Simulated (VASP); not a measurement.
Set up this calculation in VASP 6.6.1, as the native input.

- Task: single point
- Functional: PBEsol
- Potentials or basis: VASP PAW PBE potentials, release 64 (Si)
- Cutoff: 520 eV
- k mesh: 6 × 9 × 3
- Occupations: gaussian, width 0.05 eV
- Spin: no spin polarisation
- Dipole correction: no
- Further INCAR settings: ALGO = Fast; EDIFF = 1e-06; NBANDS = 36; ISYM = 0

The structure of Si lies in POSCAR:

```
Si
1.0
    5.4328540087      0.0000000000      0.0000000000
    0.0000000000      2.7164270044     -2.7164270044
    2.0373202533      9.5074945153      6.7910675109
Si
12
Direct
    0.4062562500     -0.1249916667      0.2499833333
   -0.1562437500      0.2916750000      0.4166500000
    0.2812562500     -0.2916583333      0.5833166667
   -0.2812437500      0.1250083333      0.7499833333
    0.1562562500     -0.4583250000      0.9166500000
   -0.0312437500      0.4583416667      0.0833166667
    0.5937562500     -0.2083250000      0.4166500000
    0.0312562500      0.2083416667      0.5833166667
    0.4687562500     -0.3749916667      0.7499833333
   -0.0937437500      0.0416750000      0.9166500000
    0.7187562500     -0.0416583333      0.0833166667
    0.1562562500      0.3750083333      0.2499833333
```

This cell differs from its parent crystal: the part above a cut slid along it.

The input as run:

INCAR

```
ALGO = Fast
EDIFF = 1E-6
ENCUT = 520
GGA = PS
ISIF = 2
ISMEAR = 0
ISYM = 0
LASPH = True
LCHARG = False
LREAL = False
LWAVE = False
NBANDS = 36
NELM = 60
PREC = Accurate
SIGMA = 0.05
```

KPOINTS

```
k-points
0
Gamma
  6 9 3
```

Potentials or basis: VASP PAW PBE potentials, release 64 (Si).

Run with:

```console
$ cat potpaw_PBE.64/Si/POTCAR > POTCAR
$ mpirun -np 1 vasp_std > vasp.out
```

It gave:

```yaml
Pressure: 5.3 GPa
Largest_force: 5.728 eV/Å
Band_gap_on_the_k_mesh: zero (bands 24 and 25 overlap by 0.58 eV)
```

Caveat: the cell differs from its parent crystal (the part above a cut slid along it); the cell stands under pressure; semilocal functionals underestimate gaps, and a narrow one can read as zero; the PAW data sets were made with another functional, which shifts forces and pressure a little.

Run time: 14 min on 1 thread of Oxide Virtual Turin-like Processor (shared host), peak memory 0.57 GiB.
